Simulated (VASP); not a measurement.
Here is a VASP 6.6.1 calculation.

The input INCAR:

```
  PREC = Accurate
  ENCUT = 500
  EDIFF = 1E-7
  ISMEAR = 0
  SIGMA = 0.02
  LREAL = False
  LASPH = True
  NELM = 120
  ALGO = Normal
  ISIF = 3
  LWAVE = False
  LCHARG = False
  GGA = PS
  IBRION = 2
  NSW = 100
  EDIFFG = -0.002
  GGA_COMPAT = False
  NELMIN = 4
```

Contents of KPOINTS:

```
Automatic mesh
0
Gamma
  8 8 8
```

File POSCAR:

```
CdS
1.0
    0.0000000000      2.9200000000      2.9200000000
    2.9200000000      0.0000000000      2.9200000000
    2.9200000000      2.9200000000      0.0000000000
Cd S
1 1
Direct
    0.0000000000      0.0000000000      0.0000000000
    0.2500000000      0.2500000000      0.2500000000
```

Potentials or basis: VASP PAW PBE potentials, release 64 (Cd, S).

Launch:

```bash
$ cat potpaw_PBE.64/Cd/POTCAR potpaw_PBE.64/S/POTCAR > POTCAR
$ mpirun -np 1 vasp_std > vasp.out
```

Task: Estimate the relaxed cell.

Result: a = 4.127 Å, b = 4.127 Å, c = 4.127 Å, α = 60.00°, β = 60.00°, γ = 60.00°.

Task: Estimate the band gap on the k mesh.

Result: 1.00 eV.

Task: Estimate the space group after relaxing (to 0.1 Å).

Result: F-43m (No. 216).

Task: Predict the relaxed volume.

Result: 24.86 Å³/atom.

Final structure:
```xyz
2
Lattice="0.0000 2.9184 2.9184 2.9184 0.0000 2.9184 2.9184 2.9184 0.0000" Properties=species:S:1:pos:R:3 pbc="T T T"
Cd    0.0000    0.0000    0.0000
S     1.4592    1.4592    1.4592
```

Caveat: the PAW data sets were made with another functional, which shifts forces and pressure a little.
